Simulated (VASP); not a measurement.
Input of a VASP 6.6.1 run:

Contents of INCAR:

```
  ALGO = Normal
  EDIFF = 1E-6
  ENCUT = 600
  GGA = PE
  GGA_COMPAT = F
  ISIF = 2
  ISMEAR = 0
  LASPH = T
  LCHARG = F
  LMAXMIX = 6
  LREAL = F
  LWAVE = F
  NBANDS = 14
  NELM = 200
  PREC = Accurate
  SIGMA = 0.1
```

KPOINTS

```
k-points
0
Gamma
  18 18 18
```

Contents of POSCAR:

```
ErO
1.0
    0.0000000000      2.5999006638      2.5999006638
    2.5999006638      0.0000000000      2.5999006638
    2.5999006638      2.5999006638      0.0000000000
Er O
1 1
Direct
    0.2500000000      0.2500000000      0.2500000000
    0.0000000000      0.0000000000      0.0000000000
```

Potentials or basis: VASP PAW PBE potentials, release 64 (Er_3, O), 4f in core.

Command:

```sh
$ cat potpaw_PBE.64/Er_3/POTCAR potpaw_PBE.64/O/POTCAR > POTCAR
$ mpirun -np 1 vasp_std > vasp.out
```

Problem. Predict the band gap on the k mesh.

Solution. Zero (an odd number of electrons rules out a gap without spin polarisation).

Problem. Predict the pressure.

Solution. 1.4 GPa.

Caveat: spin-orbit coupling is left out, which moves the levels of the heavy elements; the 4f electrons are frozen in the core, so they carry no moment and show no levels; an odd number of electrons without spin polarisation forces a metal; a magnetic or distorted state may lie lower; the run has no spin polarisation, though such a crystal can be magnetic. Spin polarisation is off, so any magnetic state and its effect on volume and gap are missing.
